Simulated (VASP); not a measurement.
Wanted: the native input for a VASP 6.6.1 run.

| Quantity | Value |
| --- | --- |
| Task | single point |
| Functional | PBE |
| Dispersion | D3(BJ) |
| Potentials or basis | VASP PAW PBE potentials, release 64 (Pb_d, O) |
| Cutoff | 520 eV |
| k mesh | 6 × 6 × 6 |
| Occupations | fermi-dirac, width 0.02 eV |
| Spin | no spin polarisation |
| Dipole correction | no |
| Further INCAR settings | ALGO = Normal; EDIFF = 1e-07; NBANDS = 28 |

The structure of PbO (Litharge) lies in POSCAR:

```
PbO
1.0
    4.0343675303      0.0000000000      0.0000000000
    0.0000000000      4.0343675303      0.0000000000
    0.0000000000      0.0000000000      4.9938699224
Pb O
2 2
Direct
    0.0000000000      0.5000000000      0.2377173499
    0.5000000000      0.0000000000      0.7622826501
    0.0000000000      0.0000000000      0.0000000000
    0.5000000000      0.5000000000      0.0000000000
```

These files were run (other wordings do the same):

INCAR

```
SYSTEM = PbO
PREC     = Accurate       ! precision mode
ENCUT    = 520            ! plane-wave cutoff, eV
EDIFF    = 1E-7           ! SCF threshold, eV
ISMEAR   = -1             ! smearing method
SIGMA    = 0.02           ! smearing width, eV
LREAL    = .False.        ! projectors in reciprocal space
LASPH    = .True.         ! aspherical terms in the spheres
NELM     = 60             ! most SCF steps
ALGO     = Normal         ! electronic algorithm
ISIF     = 2              ! what is computed and relaxed
LWAVE    = .False.        ! write WAVECAR
LCHARG   = .False.        ! write CHGCAR
GGA      = PE             ! functional
IVDW     = 12             ! dispersion correction
NBANDS   = 28             ! bands
```

KPOINTS

```
Automatic mesh
0
Gamma
  6 6 6
  0 0 0
```

Potentials or basis: VASP PAW PBE potentials, release 64 (Pb_d, O).

Launch:

```console
$ cat potpaw_PBE.64/Pb_d/POTCAR potpaw_PBE.64/O/POTCAR > POTCAR
$ mpirun -np 1 vasp_std > vasp.out
```

It gave:

```json
{
 "Pressure": "0.1 GPa",
 "Largest force": "0.038 eV/Å",
 "Band gap on the k mesh": "1.29 eV, indirect (least direct gap 2.19 eV)",
 "Dispersion energy per atom": "-0.233 eV"
}
```

Caveat: spin-orbit coupling is left out, which moves the levels of the heavy elements.

Run time: 110 s on 1 thread of Intel Xeon 8259CL, with other jobs on the host, peak memory 0.24 GiB.
